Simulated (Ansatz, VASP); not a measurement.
## Two plane-wave programs on Re

```xyz
1
Lattice="0.0000 1.9178 1.9178 1.9178 0.0000 1.9178 1.9178 1.9178 0.0000" Properties=species:S:1:pos:R:3 pbc="T T T"
Re    0.0000    0.0000    0.0000
```

Alike in both runs: task single point; functional PBE; k mesh 18 × 18 × 18; occupations gaussian, width 0.1 eV; no spin polarisation.

|  | VASP | Ansatz |
| --- | --- | --- |
| version | VASP 6.6.1 | Ansatz 0.2.0 |
| potentials or method | VASP PAW PBE potentials, release 64 (Re), cutoff 520 eV | scalar-relativistic, plane waves, PAW |
| valence electrons in the cell | 7 | 15 |

```csv
,VASP,Ansatz,Ansatz less VASP
gap on the k mesh at the Fermi level (eV),none,none,-
pressure (GPa),25.6,25.7,+0.13
```

A gap of «none» marks a metal or a gap that the smearing closes. With one functional, cell and mesh, what is left measures potentials, basis and numerics. VASP's potentials hold 7 valence electrons a cell and Ansatz's 15, so a difference there can come from the potentials and not from the codes.

Neither program's run includes spin-orbit coupling.
